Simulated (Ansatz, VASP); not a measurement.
**WC in VASP and in Ansatz**

The input INCAR:

```
SYSTEM = WC
PREC = Accurate
ENCUT = 520
EDIFF = 1E-6
ISMEAR = 0
SIGMA = 0.15
LREAL = .FALSE.
LASPH = .TRUE.
NELM = 80
ALGO = Normal
ISIF = 2
LWAVE = .FALSE.
LCHARG = .FALSE.
GGA = PS
NBANDS = 16
```

The input KPOINTS:

```
Automatic mesh
0
G
  24 24 22
  0 0 0
```

POSCAR

```
WC
1.0
    3.1302867604      0.0000000000      0.0000000000
   -1.5651433802      2.7109078556      0.0000000000
    0.0000000000      0.0000000000      3.0538208559
W C
1 1
Direct
    0.0000000000      0.0000000000      0.0000000000
    0.6666666667      0.3333333333      0.5000000000
```

Input for Ansatz:

```yaml
crystal:
  lattice:
    - [3.1302867604, 0.0, 0.0]
    - [-1.5651433802, 2.7109078556, 0.0]
    - [0.0, 0.0, 3.0538208559]
  atoms:
    - { symbol: W, position: [0.0, 0.0, 0.0] }
    - { symbol: C, position: [0.6666666667, 0.3333333333, 0.5] }
basis:
  ecutwfc: 420
kpoints:
  mp_grid: { grid: [24, 24, 22] }
hamiltonian:
  xc: pbesol
scf:
  occupations: { method: gaussian, width: 0.15 }
output:
  forces: true
  stress: true
  eigenvalues: true
```

Change from the starting cell: strain +0.080 along x and y, +0.080 along z, atoms carried along.

Alike in both runs: task single point; functional PBEsol; k mesh 24 × 24 × 22; occupations gaussian, width 0.15 eV; no spin polarisation.

|  | VASP | Ansatz |
| --- | --- | --- |
| version | VASP 6.6.1 | Ansatz 0.2.0 |
| potentials or method | VASP PAW PBE potentials, release 64 (W_sv, C), cutoff 520 eV | scalar-relativistic, plane waves, PAW |
| valence electrons in the cell | 18 | 18 |

```tsv
	VASP	Ansatz	Ansatz less VASP
gap on the k mesh at the Fermi level (eV)	none	none	-
pressure (GPa)	-57.0	-57.5	-0.41
traceless stress, the component that is largest in VASP (GPa)	-6.60	-6.69	-0.096
```

VASP's potentials were made for PBE, not for PBEsol. A gap of «none» marks a metal or a gap that the smearing closes. Both programs put the cell under strong tension, so it lies far from rest at this level.

Neither program's run includes spin-orbit coupling. Noted on VASP's run: the cell as given lies far from equilibrium.
